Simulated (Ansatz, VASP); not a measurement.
## Two plane-wave programs on Zr

File INCAR:

```
ALGO = Normal
DIPOL = 0.5 0.5 0.500
EDIFF = 1E-6
ENCUT = 520
GGA = PS
IDIPOL = 3
ISIF = 2
ISMEAR = -1
LASPH = True
LCHARG = False
LDIPOL = True
LREAL = False
LWAVE = False
NBANDS = 38
NELM = 80
PREC = Accurate
SIGMA = 0.05
```

KPOINTS

```
k-points
0
Gamma
  13 13 1
```

POSCAR

```
Zr
1.0
    3.0483155759      0.0000000000      0.0000000000
   -1.0161051920      2.8739794865      0.0000000000
    0.0000000000      0.0000000000     25.9558000000
Zr
5
Direct
    0.0000000000      0.0000000000      0.3082171042
    0.5000000000      0.5000000000      0.4041085518
    0.0000000000      0.0000000000      0.5000000000
    0.5000000000      0.5000000000      0.5958914482
    0.0000000000      0.0000000000      0.6917828958
```

Input for Ansatz:

```yaml
crystal:
  lattice:
    - [3.0483155759, 0.0, 0.0]
    - [-1.016105192, 2.8739794865, 0.0]
    - [0.0, 0.0, 25.9558]
  atoms:
    - { symbol: Zr, position: [0.0, 0.0, 0.3082171042] }
    - { symbol: Zr, position: [0.5, 0.5, 0.4041085518] }
    - { symbol: Zr, position: [0.0, 0.0, 0.5] }
    - { symbol: Zr, position: [0.5, 0.5, 0.5958914482] }
    - { symbol: Zr, position: [0.0, 0.0, 0.6917828958] }
kpoints:
  mp_grid: { grid: [13, 13, 1] }
scf:
  occupations: { method: fermi_dirac, width: 0.05 }
hamiltonian:
  xc: pbesol
  pseudopotentials: { kind: paw }
output:
  forces: true
  stress: true
  eigenvalues: true
  populations: true
efield:
  axis: 3
  amplitude: 0
  dipole_correction: true
```

Alike in both runs: task single point; functional PBEsol; k mesh 13 × 13 × 1; occupations fermi-dirac, width 0.05 eV; no spin polarisation.

|  | VASP | Ansatz |
| --- | --- | --- |
| version | VASP 6.6.1 | Ansatz 0.2.0 |
| potentials or method | VASP PAW PBE potentials, release 64 (Zr_sv) | PAW with Ansatz's default frozen-core files, scalar-relativistic |
| plane-wave cutoff (eV) | 520 | 420 |
| valence electrons in the cell | 60 | 60 |

Ansatz gave:

| Quantity | Value |
| --- | --- |
| rms of the force components (eV/Å) | 0.249 |

Problem. What did VASP give for the same quantities?

Solution. rms of the force components (eV/Å): 0.248.

VASP's potentials were made for PBE, not for PBEsol. Atom by atom the forces differ by 0.003 eV/Å (rms over components). With one functional, cell and mesh, what is left measures potentials, basis and numerics.
